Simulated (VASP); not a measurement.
# C (I4_1/amd) in VASP: a series of runs, part 2 of 2

VASP 6.6.1.

## Step 5: Single point, PBE

This run uses another cell than the first one, of 5.79 Å³/atom, 1.027 times its volume.

Input file INCAR:

```
SYSTEM = C
PREC = Accurate
ENCUT = 520
EDIFF = 1E-6
ISMEAR = -1
SIGMA = 0.02
LREAL = .False.
LASPH = .True.
NELM = 60
ALGO = Normal
ISIF = 2
LWAVE = .False.
LCHARG = .False.
GGA = PE
NBANDS = 11
```

Input file KPOINTS:

```
regular mesh
0
Gamma
  10 10 10
  0 0 0
```

Input file POSCAR:

```
C
1.0
    0.0000000000      1.7833700000      1.8190374000
    1.7833700000      0.0000000000      1.8190374000
    1.7833700000      1.7833700000      0.0000000000
C
2
Direct
    0.0000000000      0.0000000000      0.0000000000
    0.2500000000      0.2500000000      0.2500000000
```

Potentials or basis: VASP PAW PBE potentials, release 64 (C).

Run with:

```console
$ cat potpaw_PBE.64/C/POTCAR > POTCAR
$ mpirun -np 1 vasp_std > vasp.out
```

OUTCAR:

```text
SYSTEM = C
   PREC = Accurate
   ENCUT = 520
   EDIFF = 1E-6
   ISMEAR = -1
   LREAL = .False.
   LASPH = .True.
   NELM = 60
   ISIF = 2
   GGA = PE

 ion  position               nearest neighbor table
   1  0.000  0.000  0.000-   2 1.55   2 1.55   2 1.55   2 1.55
   2  0.250  0.250  0.250-   1 1.55   1 1.55   1 1.55   1 1.55

  LATTYP: Found a body centered tetragonal cell.
 ALAT       =     2.5220660407
 C/A-ratio  =     1.4424978336

  Lattice vectors:

 A1 = (  -1.7833700000,   0.0000000000,   1.8190374000)
 A2 = (   1.7833700000,   0.0000000000,   1.8190374000)
 A3 = (   0.0000000000,   1.7833700000,  -1.8190374000)

Analysis of symmetry for initial positions (statically):
=====================================================================
 Subroutine PRICEL returns:
 Original cell was already a primitive cell.

 Routine SETGRP: Setting up the symmetry group for a
 body centered tetragonal supercell.

 Subroutine GETGRP returns: Found 16 space group operations
 (whereof  8 operations were pure point group operations)
 out of a pool of 16 trial point group operations.

The static configuration has the point symmetry D_2d.
 The point group associated with its full space group is D_4h.

Analysis of symmetry for dynamics (positions and initial velocities):
=====================================================================
 Subroutine PRICEL returns:
 Original cell was already a primitive cell.

 Routine SETGRP: Setting up the symmetry group for a
 body centered tetragonal supercell.

 Subroutine GETGRP returns: Found 16 space group operations
 (whereof  8 operations were pure point group operations)
 out of a pool of 16 trial point group operations.

The dynamic configuration has the point symmetry D_2d.
 The point group associated with its full space group is D_4h.

 Subroutine INISYM returns: Found 16 space group operations
 (whereof  8 operations are pure point group operations),
 and found     1 'primitive' translations

[... 115 lines left out ...]
  volume/ion in A,a.u.               =       5.79        39.04
  Fermi-wavevector in a.u.,A,eV,Ry     =   1.447616  2.735597 28.512253  2.095592
  Thomas-Fermi vector in A             =   2.565550
   LORBIT       =      0    0 simple, 1 ext, 2 COOP (PROOUT), +10 PAW based schemes
   GGA     = PE    functional components
   LHFCALC =     F    Hartree Fock is set to
   AEXX    =    0.0000 exact exchange contribution
   IVDW    =     0    specifies the selected vdW correction
   LEPSILON=     F    determine dielectric tensor
   LRPA    =     F    only Hartree local field effects (RPA)
 non-spin polarized calculation
  energy-cutoff  :      520.00
  volume of cell :       11.57
 maximum number of plane-waves:       331
   NGX =  9   NGY =  9   NGZ =  9

 number of electron       8.0000000 magnetization

 Free energy of the ion-electron system (eV)
  ---------------------------------------------------
  ext. energy  EPLUGINS =         0.00000000
  ---------------------------------------------------
  free energy    TOTEN  =       -18.17419286 eV

  energy without entropy =      -18.17419286  energy(sigma->0) =      -18.17419286

 E-fermi :   9.9524     XC(G=0): -13.1522

 val. band max:        9.5464206301   @ k =   0.0000   0.0000   0.0000
 cond. band min:      13.4192806459   @ k =   0.4000   0.0000   0.4000
 fundamental gap:      3.8728600159
 Fermi energy:         9.9523609301

 k-point     1 :       0.0000    0.0000    0.0000
  band No.  band energies     occupation
      1     -11.7667      2.00000
      2       9.2456      2.00000
      3       9.5464      2.00000
      4       9.5464      2.00000
      5      14.9043      0.00000
      6      14.9043      0.00000
      7      15.1474      0.00000
      8      22.3199      0.00000
      9      28.4928      0.00000
     10      35.2015      0.00000
     11      36.0748      0.00000
[... 309 lines left out ...]
 k-point    24 :       0.4000    0.3000    0.0000
  band No.  band energies     occupation
      1      -7.3470      2.00000
      2       1.3053      2.00000
      3       3.6369      2.00000
      4       4.3699      2.00000
      5      14.4916      0.00000
      6      17.6104      0.00000
      7      23.2673      0.00000
      8      23.2744      0.00000
      9      30.5574      0.00000
     10      31.8345      0.00000
     11      40.1100      0.00000

 [... further k-points ...]
[... 5 lines left out ...]
  --------------------------------------------------------------------------------------
  -------------------------------------------------------------------------------------
  Total        0.0093908      0.0093908     -1.3189896      0.0000000      0.0000000      0.0000000
  in kB        1.3003430      1.3003430   -182.6406377      0.0000000      0.0000000      0.0000000
  external PRESSURE =     -60.0133172 kB  Pullay stress =       0.0000000 kB

 VOLUME and BASIS-vectors are now :
 -----------------------------------------------------------------------------
  energy-cutoff  :      520.00
  volume of cell :       11.57
      direct lattice vectors                 reciprocal lattice vectors
     0.000000000  1.783370000  1.819037400    -0.280368067  0.280368067  0.274870654
     1.783370000  0.000000000  1.819037400     0.280368067 -0.280368067  0.274870654
     1.783370000  1.783370000  0.000000000     0.280368067  0.280368067 -0.274870654

 POSITION                                       TOTAL-FORCE (eV/Angst)
 -----------------------------------------------------------------------------------
      0.00000      0.00000      0.00000         0.000000      0.000000     -0.000000
      0.89168      0.89168      0.90952        -0.000000     -0.000000      0.000000
 -----------------------------------------------------------------------------------
    total drift:                                0.000000      0.000000      0.000000

  FREE ENERGIE OF THE ION-ELECTRON SYSTEM (eV)
  ---------------------------------------------------
  free  energy   TOTEN  =       -18.1741928630 eV

  energy  without entropy=      -18.1741928630  energy(sigma->0) =      -18.17419286
```

Run time: 6.9 s. Hardware: 1 thread of AMD EPYC 9R45 (Zen 5), shared host; peak memory 0.09 GiB.

What came out:

```yaml
Free_energy: -18.1742 eV
Pressure: -6.0 GPa
Band_gap_on_the_k_mesh: 3.87 eV, indirect (least direct gap 5.36 eV)
```

Levels at points of the mesh, in eV from the valence-band top:
```csv
k point,band 1,band 2,band 3,band 4,band 5,band 6,band 7,band 8,band 9
"(0.00, 0.00, 0.00)",-21.31,-0.30,0.00,0.00,5.36,5.36,5.60,12.77,18.95
"(0.50, 0.00, 0.00)",-15.65,-13.25,-3.03,-2.67,7.95,8.35,8.72,15.42,21.50
"(0.50, 0.50, 0.00)",-12.92,-12.92,-6.09,-6.09,4.92,4.92,16.34,16.34,22.58
"(0.50, 0.00, 0.50)",-12.62,-12.62,-6.37,-6.37,4.47,4.47,16.42,16.42,22.85
```

## Step 6: The runs side by side

| cell | gap on the mesh (eV) | pressure (GPa) |
| --- | --- | --- |
| a = 2.514, b = 2.514, c = 2.522 Å, angles 59.9, 59.9, 60.2°, 2 atoms | 4.01 | 5.5 |
| a = 2.530, b = 2.530, c = 2.522 Å, angles 60.1, 60.1, 59.8°, 2 atoms | 4.07 | -0.5 |
| a = 2.539, b = 2.539, c = 2.522 Å, angles 60.2, 60.2, 59.6°, 2 atoms | 3.97 | -3.3 |
| a = 2.547, b = 2.547, c = 2.522 Å, angles 60.3, 60.3, 59.3°, 2 atoms | 3.87 | -6.0 |

Alike in all rows: task single point; level PBE; potentials or basis VASP PAW PBE potentials, release 64 (C); no spin polarisation; k mesh 10 × 10 × 10; cutoff (eV) 520; smearing fermi-dirac 0.02 eV.

Absolute energies hang on the potentials; compare differences alone.
